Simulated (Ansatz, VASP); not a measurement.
**PbO: VASP beside Ansatz**

```
CELL_PARAMETERS angstrom
3.97440 0.00000 0.00000
0.00000 3.97440 0.00000
0.00000 0.00000 5.12244
ATOMIC_POSITIONS crystal
Pb 0.00000 0.50000 0.23510
Pb 0.50000 0.00000 0.76490
O 0.00000 0.00000 0.00000
O 0.50000 0.50000 0.00000
```

Change from the starting cell: zz strain of +2 %.

Alike in both runs: task single point; functional LDA; k mesh 7 × 7 × 6; occupations fermi-dirac, width 0.03 eV; no spin polarisation.

|  | VASP | Ansatz |
| --- | --- | --- |
| version | VASP 6.6.1 | Ansatz 0.2.0 |
| potentials or method | VASP PAW LDA potentials, release 64 (Pb_d, O), cutoff 520 eV | all-electron LAPW, scalar-relativistic |

```csv
,VASP,Ansatz,Ansatz less VASP
gap on the k mesh at the Fermi level (eV),1.43,1.45,+0.019
pressure (GPa),-3.0,-3.2,-0.17
"traceless stress, the component that is largest in VASP (GPa)",-0.14,-0.15,-0.012
rms of the force components (eV/Å),0.182,0.209,+0.0267
```

LDA's correlation is that of Perdew and Zunger in VASP and of Perdew and Wang (1992) in Ansatz. Atom by atom the forces differ by 0.027 eV/Å (rms over components). Ansatz ran all-electron here, and VASP with PAW potentials.

Neither program's run includes spin-orbit coupling.
